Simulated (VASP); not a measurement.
# NaCl: single point with PBEsol

NaCl:

```
CELL_PARAMETERS angstrom
3.50219 0.00000 0.00000
0.00000 3.50219 0.00000
0.00000 0.00000 3.50219
ATOMIC_POSITIONS crystal
Cl 0.50000 0.50000 0.50000
Na 0.00000 0.00000 0.00000
```

```yaml
Program: VASP 6.6.1
Task: single point
Functional: PBEsol
Potentials_or_basis: VASP PAW PBE potentials, release 64 (Cl, Na_pv)
Cutoff: 500 eV
k_mesh: 4 × 4 × 4
Occupations: gaussian, width 0.01 eV
Spin: no spin polarisation
Dipole_correction: no
Further_INCAR_settings: ALGO = Normal; EDIFF = 1e-06; NBANDS = 14
```

```json
{
  "Pressure": "-1.1 GPa",
  "Band gap on the k mesh": "3.83 eV, indirect (least direct gap 4.33 eV)"
}
```

Levels at points of the mesh, in eV from the valence-band top:
```tsv
k point	band 3	band 4	band 5	band 6	band 7	band 8	band 9	band 10	band 11	band 12
(0.00, 0.00, 0.00)	-21.90	-13.37	-0.50	-0.50	-0.50	3.83	8.40	8.40	15.57	15.57
(0.50, 0.00, 0.00)	-21.90	-13.00	-3.00	-0.26	-0.26	6.73	8.48	10.37	11.76	11.76
(0.50, 0.50, 0.00)	-21.89	-12.73	-2.31	-2.31	0.00	5.42	9.72	10.86	10.86	12.52
(0.50, 0.50, 0.50)	-21.93	-12.46	-1.88	-1.88	-1.88	6.96	6.96	6.96	11.65	15.72
```

Wall time 8.2 s on 1 thread of Intel Xeon 8259CL (shared host), peak memory 0.15 GiB.

Caveat: the k points lie up to 0.45 Å⁻¹ apart; the PAW data sets were made with another functional, which shifts forces and pressure a little. A k mesh can miss the band edges.
